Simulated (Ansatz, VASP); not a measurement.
**One calculation of AlN, two programs**

```xyz
2
Lattice="0.0837 2.1043 2.1043 2.1043 0.0837 2.1043 2.1043 2.1043 0.0837" Properties=species:S:1:pos:R:3 pbc="T T T"
Al    2.1462    2.1462    2.1462
N     0.0000    0.0000    0.0000
```

Alike in both runs: task single point; functional PBE; k mesh 10 × 10 × 10; occupations gaussian, width 0.05 eV; no spin polarisation.

```csv
,VASP,Ansatz
version,VASP 6.6.1,Ansatz 0.2.0
potentials or method,"VASP PAW PBE potentials, release 64 (Al, N), cutoff 520 eV","scalar-relativistic, plane waves, PAW"
valence electrons in the cell,8,8
```

VASP gave:

| Property | Result |
| --- | --- |
| gap on the k mesh at the Fermi level (eV) | 3.50 |
| least direct gap on the mesh (eV) | 4.37 |
| pressure (GPa) | -8.9 |
| traceless stress, the component that is largest in VASP (GPa) | -12.34 |

Task: What did Ansatz give for the same quantities?

Result: gap on the k mesh at the Fermi level (eV): 3.52; least direct gap on the mesh (eV): 4.36; pressure (GPa): -8.8; traceless stress, the component that is largest in VASP (GPa): -12.34.
